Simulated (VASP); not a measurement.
Write the native input for VASP 6.6.1 that does the following.

```
Task                   : single point
Functional             : PBEsol
Potentials or basis    : VASP PAW PBE potentials, release 64 (Mg, S)
Cutoff                 : 520 eV
k mesh                 : 8 × 8 × 8
Occupations            : gaussian, width 0.05 eV
Spin                   : no spin polarisation
Dipole correction      : no
Further INCAR settings : ALGO = Normal; EDIFF = 1e-06; NBANDS = 11
```

The structure of MgS lies in POSCAR:

```
MgS
1.0
    0.0000000000      2.6016500000      2.6666912500
    2.6016500000      0.0000000000      2.6666912500
    2.6016500000      2.6016500000      0.0000000000
Mg S
1 1
Direct
    0.0000000000      0.0000000000      0.0000000000
    0.5000000000      0.5000000000      0.5000000000
```

This cell differs from its parent crystal: strain +0.000 along x and y, +0.025 along z.

One way to write it, as run:

INCAR

```
PREC = Accurate
ENCUT = 520
EDIFF = 1E-6
ISMEAR = 0
SIGMA = 0.05
LREAL = F
LASPH = T
NELM = 80
ALGO = Normal
ISIF = 2
LWAVE = F
LCHARG = F
GGA = PS
NBANDS = 11
```

KPOINTS

```
Automatic mesh
0
Gamma
  8 8 8
```

Potentials or basis: VASP PAW PBE potentials, release 64 (Mg, S).

Launch:

```console
$ cat potpaw_PBE.64/Mg/POTCAR potpaw_PBE.64/S/POTCAR > POTCAR
$ mpirun -np 1 vasp_std > vasp.out
```

Results of the run:

The pressure is -2.8 GPa and the band gap on the k mesh is 2.55 eV, indirect (least direct gap 3.34 eV).

Caveat: the cell differs from its parent crystal (strain +0.000 along x and y, +0.025 along z); the PAW data sets were made with another functional, which shifts forces and pressure a little.

Wall time 7.8 s on 1 thread of Intel(R) Xeon(R) 6975P-C (Granite Rapids) (shared host), peak memory 0.17 GiB.
